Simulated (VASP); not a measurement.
# GaN (Cm) in VASP: a series of runs

The runs below take GaN through single point, with PBE.

All numbers are computed with VASP 6.6.1; they aren't measurements. Logs are shortened: lines on timing, memory, paths and dates and some standing lists are left out, and cuts for length are marked.

**1. The cell of the first run**

It takes space group Cm (No. 8, monoclinic). Conventional cell: a = 6.433 Å, b = 6.433 Å, c = 4.548 Å, α = 90.00°, β = 90.00°, γ = 90.00°. Within 2.6 Å of Ga (site symmetry m) lie 4 N at 1.97 to 2.09 Å. Within 2.5 Å of Ga (site symmetry m) lie 4 N at 1.86 to 1.97 Å. Ga (site symmetry 1) has 4 N at 1.97 Å within 2.6 Å. N (site symmetry m) has 4 Ga at 1.86 to 2.09 Å within 2.5 Å. Within 2.6 Å of N (site symmetry m) lie 4 Ga at 1.97 Å. Within 2.6 Å of N (site symmetry 1) lie 4 Ga at 1.97 Å.

**2. Single point, PBE**

Input file INCAR:

```
PREC     = Accurate       # precision mode
ENCUT    = 600            # plane-wave cutoff, eV
EDIFF    = 1E-6           # SCF threshold, eV
ISMEAR   = 0              # smearing method
SIGMA    = 0.05           # smearing width, eV
LREAL    = F              # projectors in reciprocal space
LASPH    = T              # aspherical terms in the spheres
NELM     = 120            # most SCF steps
ALGO     = Normal         # electronic algorithm
ISIF     = 2              # what is computed and relaxed
LWAVE    = F              # write WAVECAR
LCHARG   = F              # write CHGCAR
GGA      = PE             # functional
NBANDS   = 46             # bands
GGA_COMPAT= F
```

Input file KPOINTS:

```
regular mesh
0
Gamma
  6 6 6
```

Input file POSCAR:

```
GaN
1.0
    4.5484769745      0.0000000000      0.0000000000
    0.0000000000     -4.5484769745      0.0000000000
    0.0000000000      0.0000000000     -4.5484769745
Ga N
4 4
Direct
    0.0000000000      0.0000000000      0.0000000000
    0.5000000000      0.5000000000      0.0000000000
    0.5000000000      0.0000000000      0.5000000000
    0.0000000000      0.5000000000      0.5000000000
    0.7282355830      0.7282355830      0.7500000000
    0.2500000000      0.2500000000      0.7500000000
    0.2500000000      0.7500000000      0.2500000000
    0.7500000000      0.2500000000      0.2500000000
```

Potentials or basis: VASP PAW PBE potentials, release 64 (Ga_d, N).

Started as:

```console
cat potpaw_PBE.64/Ga_d/POTCAR potpaw_PBE.64/N/POTCAR > POTCAR
mpirun -np 1 vasp_std > vasp.out
```

OUTCAR:

```text
PREC = Accurate
   ENCUT = 600
   EDIFF = 1E-6
   ISMEAR = 0
   LREAL = F
   LASPH = T
   NELM = 120
   ISIF = 2
   GGA = PE

 ion  position               nearest neighbor table
   1  0.000  0.000  0.000-   6 1.97   7 1.97   8 1.97   5 2.09
   2  0.500  0.500  0.000-   5 1.86   6 1.97   7 1.97   8 1.97
   3  0.500  0.000  0.500-   6 1.97   7 1.97   8 1.97   5 1.97
   4  0.000  0.500  0.500-   6 1.97   7 1.97   8 1.97   5 1.97
   5  0.728  0.728  0.750-   2 1.86   3 1.97   4 1.97   1 2.09
   6  0.250  0.250  0.750-   1 1.97   2 1.97   3 1.97   4 1.97
   7  0.250  0.750  0.250-   1 1.97   2 1.97   3 1.97   4 1.97
   8  0.750  0.250  0.250-   1 1.97   2 1.97   3 1.97   4 1.97

  LATTYP: Found a simple cubic cell.
 ALAT       =     4.5484769745

  Lattice vectors:

 A1 = (   4.5484769745,   0.0000000000,   0.0000000000)
 A2 = (   0.0000000000,  -4.5484769745,   0.0000000000)
 A3 = (   0.0000000000,   0.0000000000,  -4.5484769745)

Analysis of symmetry for initial positions (statically):
=====================================================================
 Subroutine PRICEL returns:
 Original cell was already a primitive cell.

 Routine SETGRP: Setting up the symmetry group for a
 simple cubic supercell.

 Subroutine GETGRP returns: Found  2 space group operations
 (whereof  2 operations were pure point group operations)
 out of a pool of 48 trial point group operations.

The static configuration has the point symmetry C_1h.

Analysis of symmetry for dynamics (positions and initial velocities):
=====================================================================
 Subroutine PRICEL returns:
 Original cell was already a primitive cell.

 Routine SETGRP: Setting up the symmetry group for a
 simple cubic supercell.

 Subroutine GETGRP returns: Found  2 space group operations
 (whereof  2 operations were pure point group operations)
 out of a pool of 48 trial point group operations.

The dynamic configuration has the point symmetry C_1h.

 Subroutine INISYM returns: Found  2 space group operations
 (whereof  2 operations are pure point group operations),
 and found     1 'primitive' translations

----------------------------------------------------------------------------------------

                                     Primitive cell

  volume of cell :      94.1018

  direct lattice vectors                    reciprocal lattice vectors
     4.548476974  0.000000000  0.000000000     0.219853812  0.000000000  0.000000000
     0.000000000 -4.548476974  0.000000000     0.000000000 -0.219853812  0.000000000
     0.000000000  0.000000000 -4.548476974     0.000000000  0.000000000 -0.219853812

  length of vectors
     4.548476974  4.548476974  4.548476974     0.219853812  0.219853812  0.219853812

  position of ions in fractional coordinates (direct lattice)
     0.000000000  0.000000000  0.000000000
     0.500000000  0.500000000  0.000000000
     0.500000000  0.000000000  0.500000000
     0.000000000  0.500000000  0.500000000
     0.728235583  0.728235583  0.750000000
     0.250000000  0.250000000  0.750000000
     0.250000000  0.750000000  0.250000000
     0.750000000  0.250000000  0.250000000

  ion indices of the primitive-cell ions
   primitive index   ion index
                 1           1
                 2           2
                 3           3
                 4           4
                 5           5
                 6           6
                 7           7
                 8           8

----------------------------------------------------------------------------------------

 KPOINTS: regular mesh

Automatic generation of k-mesh.
 Grid dimensions read from file:
 generate k-points for:    6    6    6

 Generating k-lattice:

  Cartesian coordinates                     Fractional coordinates (reciprocal lattice)
     0.036642302  0.000000000  0.000000000     0.166666667  0.000000000  0.000000000
     0.000000000 -0.036642302  0.000000000     0.000000000  0.166666667  0.000000000
     0.000000000  0.000000000 -0.036642302     0.000000000  0.000000000  0.166666667

  Length of vectors
     0.036642302  0.036642302  0.036642302

  Shift w.r.t. Gamma in fractional coordinates (k-lattice)
     0.000000000  0.000000000  0.000000000

 Subroutine IBZKPT returns following result:
 ===========================================

 Found     68 irreducible k-points:

 Following reciprocal coordinates:
            Coordinates               Weight
  0.000000  0.000000  0.000000      1.000000
  0.166667  0.000000  0.000000      4.000000
  0.000000  0.000000  0.166667      2.000000
  0.333333  0.000000  0.000000      4.000000
  0.000000  0.000000  0.333333      2.000000
  0.500000  0.000000  0.000000      2.000000
[... 16 lines left out ...]
 -0.333333  0.333333  0.000000      2.000000
 -0.333333  0.000000  0.333333      4.000000
 [... further k-points ...]
   k-points           NKPTS =     68   k-points in BZ     NKDIM =     68   number of bands    NBANDS=     46
   number of dos      NEDOS =    301   number of ions     NIONS =      8
   total plane-waves  NPLWV =  46656
   dimension x,y,z NGX =    36 NGY =   36 NGZ =   36
   dimension x,y,z NGXF=    72 NGYF=   72 NGZF=   72
   ions per type =               4   4
   NGX,Y,Z   is equivalent  to a cutoff of  13.16, 13.16, 13.16 a.u.
   NGXF,Y,Z  is equivalent  to a cutoff of  26.32, 26.32, 26.32 a.u.
 SYSTEM =  unknown system
   PREC   = accura    normal or accurate (medium, high low for compatibility)
   ISTART =      0    job   : 0-new  1-cont  2-samecut
   ICHARG =      2    charge: 1-file 2-atom 10-const
   ISPIN  =      1    spin polarized calculation?
   LNONCOLLINEAR =      F non collinear calculations
   LSORBIT =      F    spin-orbit coupling
   LASPH  =      T    aspherical Exc in radial PAW
   ENCUT  =  600.0 eV  44.10 Ry    6.64 a.u.   9.08  9.08  9.08*2*pi/ulx,y,z
   NELM   =    120;   NELMIN=  2; NELMDL= -5     # of ELM steps
   EDIFF  = 0.1E-05   stopping-criterion for ELM
   LREAL  =      F    real-space projection
   EDIFFG = 0.1E-04   stopping-criterion for IOM
   NSW    =      0    number of steps for IOM
   IBRION =     -1    ionic relax: 0-MD 1-quasi-New 2-CG
   NFREE  =      0    steps in history (QN), initial steepest desc. (CG)
   ISIF   =      2    stress and relaxation
   ISYM   =      2    0-nonsym 1-usesym 2-fastsym
   POTIM  = 0.5000    time-step for ionic-motion
   TEBEG  =    0.0;   TEEND  =   0.0 temperature during run
   PSTRESS=    0.0 pullay stress
   NELECT =      72.0000    total number of electrons
   NUPDOWN=      -1.0000    fix difference up-down
   EMIN   =  10.00;   EMAX   =-10.00  energy-range for DOS
   EFERMI =   0.00;   METHOD = LEGACY
   ISMEAR =     0;   SIGMA  =   0.05  broadening in eV -4-tet -1-fermi 0-gaus
   EFERMI_NEDOS =   21; number of points for ismear=-14 and -15
   IALGO  =     38    algorithm
   IMIX   =      4    mixing-type and parameters
     AMIX     =   0.40;   BMIX     =  1.00
     AMIX_MAG =   1.60;   BMIX_MAG =  1.00
  volume/ion in A,a.u.               =      11.76        79.38
  Fermi-wavevector in a.u.,A,eV,Ry     =   1.497337  2.829557 30.504523  2.242019
  Thomas-Fermi vector in A             =   2.609238
   LORBIT       =      0    0 simple, 1 ext, 2 COOP (PROOUT), +10 PAW based schemes
   GGA     = PE    functional components
   LHFCALC =     F    Hartree Fock is set to
   AEXX    =    0.0000 exact exchange contribution
   IVDW    =     0    specifies the selected vdW correction
   LEPSILON=     F    determine dielectric tensor
   LRPA    =     F    only Hartree local field effects (RPA)
 non-spin polarized calculation
 Gauss-broadening in eV      SIGMA  =   0.05
  energy-cutoff  :      600.00
  volume of cell :       94.10
 maximum number of plane-waves:      3178
   NGX = 19   NGY = 19   NGZ = 19

 number of electron      72.0000089 magnetization

 Free energy of the ion-electron system (eV)
  ---------------------------------------------------
  ext. energy  EPLUGINS =         0.00000000
  ---------------------------------------------------
  free energy    TOTEN  =       -48.45963042 eV

  energy without entropy =      -48.45963042  energy(sigma->0) =      -48.45963042

 E-fermi :   5.2689     XC(G=0): -11.5212

 val. band max:        5.0551005228   @ k =   0.0000   0.0000   0.0000
 cond. band min:       6.5213268178   @ k =   0.0000   0.0000   0.0000
 fundamental gap:      1.4662262950
 Fermi energy:         5.2688537870

 k-point     1 :       0.0000    0.0000    0.0000
  band No.  band energies     occupation
      1     -10.7323      2.00000
      2      -9.7803      2.00000
      3      -9.7577      2.00000
      4      -9.7557      2.00000
      5      -8.4567      2.00000
      6      -8.4455      2.00000
[... 38 lines left out ...]
     45      15.0642      0.00000
     46      15.1096      0.00000

 k-point     2 :       0.1667    0.0000    0.0000
  band No.  band energies     occupation
      1     -10.6360      2.00000
      2      -9.7954      2.00000
      3      -9.7658      2.00000
      4      -9.7552      2.00000
      5      -8.4414      2.00000
      6      -8.4290      2.00000
[... 38 lines left out ...]
     45      15.2283      0.00000
     46      15.2912      0.00000

 k-point     3 :       0.0000    0.0000    0.1667
  band No.  band energies     occupation
      1     -10.6356      2.00000
      2      -9.7933      2.00000
      3      -9.7664      2.00000
      4      -9.7567      2.00000
      5      -8.4426      2.00000
      6      -8.4299      2.00000
[... 1018 lines left out ...]
     45      14.2419      0.00000
     46      14.4952      0.00000

 k-point    24 :      -0.3333    0.0000    0.3333
  band No.  band energies     occupation
      1     -10.1546      2.00000
      2      -9.8698      2.00000
      3      -9.8394      2.00000
      4      -9.7857      2.00000
      5      -8.3871      2.00000
      6      -8.3779      2.00000
[... 38 lines left out ...]
     45      14.2302      0.00000
     46      14.3438      0.00000

 [... further k-points ...]

------------------------ aborting loop because EDIFF is reached ----------------------------------------

  FORCE on cell =-STRESS in cart. coord.  units (eV):
  Direction    XX          YY          ZZ          XY          YZ          ZX
  --------------------------------------------------------------------------------------
  -------------------------------------------------------------------------------------
  Total        0.1965049      0.1965049      0.4347627     -0.3376264     -0.7458264      0.7458269
  in kB        3.3456925      3.3456925      7.4022694     -5.7484265    -12.6984382     12.6984472
  external PRESSURE =       4.6978848 kB  Pullay stress =       0.0000000 kB

 VOLUME and BASIS-vectors are now :
 -----------------------------------------------------------------------------
  energy-cutoff  :      600.00
  volume of cell :       94.10
      direct lattice vectors                 reciprocal lattice vectors
     4.548476974  0.000000000  0.000000000     0.219853812  0.000000000  0.000000000
     0.000000000 -4.548476974  0.000000000     0.000000000 -0.219853812  0.000000000
     0.000000000  0.000000000 -4.548476974     0.000000000  0.000000000 -0.219853812

 POSITION                                       TOTAL-FORCE (eV/Angst)
 -----------------------------------------------------------------------------------
      0.00000      0.00000      0.00000        -0.332263      0.332263      0.230655
      2.27424     -2.27424      0.00000        -0.665291      0.665291     -0.652188
      2.27424      0.00000     -2.27424        -0.063309      0.097630     -0.034322
      0.00000     -2.27424     -2.27424        -0.097630      0.063309     -0.034322
      3.31236     -3.31236     -3.41136         1.647212     -1.647212      0.494671
      1.13712     -1.13712     -3.41136        -0.253690      0.253690      0.002063
      1.13712     -3.41136     -1.13712        -0.250551     -0.015521     -0.003278
      3.41136     -1.13712     -1.13712         0.015521      0.250551     -0.003278
 -----------------------------------------------------------------------------------
    total drift:                               -0.000034      0.000034     -0.000082

  FREE ENERGIE OF THE ION-ELECTRON SYSTEM (eV)
  ---------------------------------------------------
  free  energy   TOTEN  =       -48.4596304225 eV

  energy  without entropy=      -48.4596304225  energy(sigma->0) =      -48.45963042
```

It took 5.8 min on 1 thread of Oxide Virtual Turin-like, shared host; peak memory 0.35 GiB.

What came out:

- Free energy: -48.4596 eV
- Pressure: 0.5 GPa
- Largest force: 2.381 eV/Å
- Band gap on the k mesh: 1.47 eV

Forces in eV/Å, atoms in the order of the input:
```
Ga  -0.332  0.332  0.231
Ga  -0.665  0.665 -0.652
Ga  -0.063  0.098 -0.034
Ga  -0.098  0.063 -0.034
N    1.647 -1.647  0.495
N   -0.254  0.254  0.002
N   -0.251 -0.016 -0.003
N    0.016  0.251 -0.003
```

Levels at points of the mesh, in eV from the valence-band top:
| k point | band 33 | band 34 | band 35 | band 36 | band 37 | band 38 | band 39 | band 40 |
| --- | --- | --- | --- | --- | --- | --- | --- | --- |
| (0.00, 0.00, 0.00) | -2.57 | -0.14 | -0.08 | 0.00 | 1.47 | 3.25 | 3.28 | 3.29 |
| (0.50, 0.00, 0.00) | -1.61 | -1.55 | -1.46 | -1.37 | 4.36 | 4.40 | 6.03 | 6.08 |
| (0.00, 0.00, 0.50) | -1.51 | -1.50 | -1.49 | -1.45 | 4.34 | 4.37 | 6.03 | 6.06 |
| (0.50, 0.50, 0.00) | -1.17 | -1.06 | -1.01 | -0.95 | 5.65 | 6.14 | 6.16 | 6.47 |
| (0.00, 0.50, 0.50) | -1.18 | -1.06 | -1.06 | -0.92 | 5.82 | 6.00 | 6.23 | 6.42 |
| (0.50, 0.50, 0.50) | -1.00 | -1.00 | -0.91 | -0.79 | 4.20 | 4.36 | 4.38 | 4.51 |

Caveat: forces of over 1 eV/Å act on the atoms, so gaps and moduli don't describe the material at rest.

**3. Single point, PBE**

Input file INCAR:

```
ALGO = Normal
EDIFF = 1E-6
ENCUT = 600
GGA = PE
GGA_COMPAT = F
ISIF = 2
ISMEAR = 0
LASPH = T
LCHARG = T
LELF = T
LREAL = F
LVHAR = T
LWAVE = F
NBANDS = 46
NELM = 120
PREC = Accurate
SIGMA = 0.05
```

Input file KPOINTS:

```
k-points
0
Gamma
  6 6 6
```

Edit POSCAR of step 2 so:

```diff
@@ -12,3 +12,3 @@
     0.0000000000      0.5000000000      0.5000000000
-    0.7282355830      0.7282355830      0.7500000000
+    0.7810920242      0.7810920242      0.7500000000
     0.2500000000      0.2500000000      0.7500000000
```

Potentials or basis: VASP PAW PBE potentials, release 64 (Ga_d, N).

Started as:

```console
cat potpaw_PBE.64/Ga_d/POTCAR potpaw_PBE.64/N/POTCAR > POTCAR
mpirun -np 1 vasp_std > vasp.out
```

OUTCAR:

```text
EDIFF = 1E-6
   ENCUT = 600
   GGA = PE
   ISIF = 2
   ISMEAR = 0
   LASPH = T
   LREAL = F
   NELM = 120
   PREC = Accurate

 ion  position               nearest neighbor table
   1  0.000  0.000  0.000-   5 1.81   6 1.97   7 1.97   8 1.97
   2  0.500  0.500  0.000-   6 1.97   7 1.97   8 1.97   5 2.14
   3  0.500  0.000  0.500-   6 1.97   7 1.97   8 1.97   5 1.98
   4  0.000  0.500  0.500-   6 1.97   7 1.97   8 1.97   5 1.98
   5  0.781  0.781  0.750-   1 1.81   3 1.98   4 1.98   2 2.14
   6  0.250  0.250  0.750-   1 1.97   2 1.97   3 1.97   4 1.97
   7  0.250  0.750  0.250-   1 1.97   2 1.97   3 1.97   4 1.97
[... 1388 lines left out ...]
  Total        0.4480060      0.4480060      0.9603202     -0.6825834      1.1377988     -1.1377991
  in kB        7.6277494      7.6277494     16.3504099    -11.6216638     19.3721605    -19.3721657
  external PRESSURE =      10.5353029 kB  Pullay stress =       0.0000000 kB

 VOLUME and BASIS-vectors are now :
 -----------------------------------------------------------------------------
  energy-cutoff  :      600.00
  volume of cell :       94.10
      direct lattice vectors                 reciprocal lattice vectors
     4.548476974  0.000000000  0.000000000     0.219853812  0.000000000  0.000000000
     0.000000000 -4.548476974  0.000000000     0.000000000 -0.219853812  0.000000000
     0.000000000  0.000000000 -4.548476974     0.000000000  0.000000000 -0.219853812

 POSITION                                       TOTAL-FORCE (eV/Angst)
 -----------------------------------------------------------------------------------
      0.00000      0.00000      0.00000         1.081723     -1.081723     -1.130937
      2.27424     -2.27424      0.00000         0.399089     -0.399089      0.253041
      2.27424      0.00000     -2.27424         0.150848     -0.082578     -0.068606
      0.00000     -2.27424     -2.27424         0.082578     -0.150848     -0.068606
      3.55278     -3.55278     -3.41136        -2.415380      2.415380      1.024642
      1.13712     -1.13712     -3.41136         0.366245     -0.366245      0.004193
      1.13712     -3.41136     -1.13712         0.357123      0.022226     -0.006864
      3.41136     -1.13712     -1.13712        -0.022226     -0.357123     -0.006864
 -----------------------------------------------------------------------------------
    total drift:                               -0.000049      0.000049     -0.000188

  FREE ENERGIE OF THE ION-ELECTRON SYSTEM (eV)
  ---------------------------------------------------
  free  energy   TOTEN  =       -48.2876787379 eV

  energy  without entropy=      -48.2876787379  energy(sigma->0) =      -48.28767874
```

stdout:

```text
POSCAR found type information on POSCAR GaN
 POSCAR found :  2 types and       8 ions
 scaLAPACK will be used
 LDA part: xc-table for (Slater+PW92), standard interpolation
 POSCAR, INCAR and KPOINTS ok, starting setup
 FFT: planning ... GRIDC
 FFT: planning ... GRID_SOFT
 FFT: planning ... GRID
 WAVECAR not read
 entering main loop
```

It took 5.1 min on 1 thread of Oxide Virtual Turin-like, shared host; peak memory 0.35 GiB.

Results:

* Free energy: -48.2877 eV
* Pressure: 1.1 GPa
* Largest force: 3.566 eV/Å
* Band gap on the k mesh: 1.43 eV

Forces on the atoms (eV/Å):
```
Ga   1.082 -1.082 -1.131
Ga   0.399 -0.399  0.253
Ga   0.151 -0.083 -0.069
Ga   0.083 -0.151 -0.069
N   -2.415  2.415  1.025
N    0.366 -0.366  0.004
N    0.357  0.022 -0.007
N   -0.022 -0.357 -0.007
```

Caveat: forces of over 1 eV/Å act on the atoms, so gaps and moduli don't describe the material at rest.
